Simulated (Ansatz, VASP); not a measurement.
One calculation of ReBi, two programs

```
Re Bi
1.0
     0.00000    2.86535    2.86535
     2.86535    0.00000    2.86535
     2.86535    2.86535    0.00000
Re Bi
1 1
Direct
  0.00000 0.00000 0.00000
  0.25000 0.25000 0.25000
```

Change from the starting cell: volume scaled by 0.78, norm-conserving files.

Alike in both runs: task single point; functional PBE; k mesh 11 × 11 × 11; occupations fermi-dirac, width 0.1 eV; no spin polarisation.

```csv
,VASP,Ansatz
version,VASP 6.6.1,Ansatz 0.2.0
potentials or method,"VASP PAW PBE potentials, release 64 (Re, Bi_d)",scalar-relativistic
plane-wave cutoff (eV),520,980
valence electrons in the cell,22,30
```

Ansatz gave:

```
pressure (GPa) : 35.6
```

Problem. Which values does VASP return?

Solution. Pressure (GPa): 36.0.

Both programs put the cell under a high pressure, so it lies far from rest at this level. VASP's potentials hold 22 valence electrons a cell and Ansatz's 30, so a difference there can come from the potentials and not from the codes.

Spin-orbit coupling is off throughout.
